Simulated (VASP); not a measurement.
A run of VASP 6.6.1 is set up as follows.

INCAR

```
PREC = Accurate
ENCUT = 520
EDIFF = 1E-6
ISMEAR = 0
SIGMA = 0.1
LREAL = F
LASPH = T
NELM = 80
ALGO = Fast
ISIF = 2
LWAVE = F
LCHARG = F
GGA = PS
NBANDS = 7
```

The input KPOINTS:

```
regular mesh
0
Gamma
  14 14 12
```

File POSCAR:

```
Mg
1.0
    3.1189315460     -0.0128417622      0.0002135210
   -1.5705870653      2.7099515551     -0.0025634830
    0.0002131386     -0.0028316989      3.1375833224
Mg
1
Direct
    0.0000000000      0.0000000000      0.0000000000
```

Potentials or basis: VASP PAW PBE potentials, release 64 (Mg).

Launch:

```console
$ cat potpaw_PBE.64/Mg/POTCAR > POTCAR
$ mpirun -np 1 vasp_std > vasp.out
```

Task: Estimate the band gap on the k mesh.

Result: Zero (band 1 reaches 4.35 eV, above the bottom of band 2 at -0.33 eV).

Task: Predict the pressure.

Result: -1.4 GPa.

Stress tensor (GPa, compression positive):
```
-1.45  0.17  0.00
 0.17 -1.48 -0.03
 0.00 -0.03 -1.35
```

Caveat: the cell differs from its parent crystal (the cell strained at random); the PAW data sets were made with another functional, which shifts forces and pressure a little.
